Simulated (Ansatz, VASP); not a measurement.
# BiTe: VASP beside Ansatz

```
CELL_PARAMETERS angstrom
2.42271 1.39875 3.31729
-2.42271 1.39875 3.31729
0.00000 -2.79750 3.31729
ATOMIC_POSITIONS crystal
Bi 0.50000 0.50000 0.50000
Te 0.98655 0.98655 0.01345
```

Change from the starting cell: all Te atoms moved +0.087 Å, as atom 2 towards its neighbour atom 1 (Bi) at 3.252 Å.

Alike in both runs: task single point; functional PBEsol; k mesh 12 × 12 × 12; occupations gaussian, width 0.15 eV; no spin polarisation.

|  | VASP | Ansatz |
| --- | --- | --- |
| version | VASP 6.6.1 | Ansatz 0.2.0 |
| potentials or method | VASP PAW PBE potentials, release 64 (Bi_d, Te), cutoff 520 eV | scalar-relativistic, plane waves, PAW |
| valence electrons in the cell | 21 | 31 |

Ansatz gave:

* gap on the k mesh at the Fermi level (eV): none
* pressure (GPa): -2.4
* traceless stress, the component that is largest in VASP (GPa): -0.14
* rms of the force components (eV/Å): 0.092

Q: Estimate VASP's values.

A: gap on the k mesh at the Fermi level (eV): none; pressure (GPa): -2.4; traceless stress, the component that is largest in VASP (GPa): -0.14; rms of the force components (eV/Å): 0.093.

VASP's potentials were made for PBE, not for PBEsol. Atom by atom the forces differ by 0.001 eV/Å (rms over components). A gap of «none» marks a metal or a gap that the smearing closes. VASP's potentials hold 21 valence electrons a cell and Ansatz's 31, so a difference there can come from the potentials and not from the codes.

Neither program's run includes spin-orbit coupling.
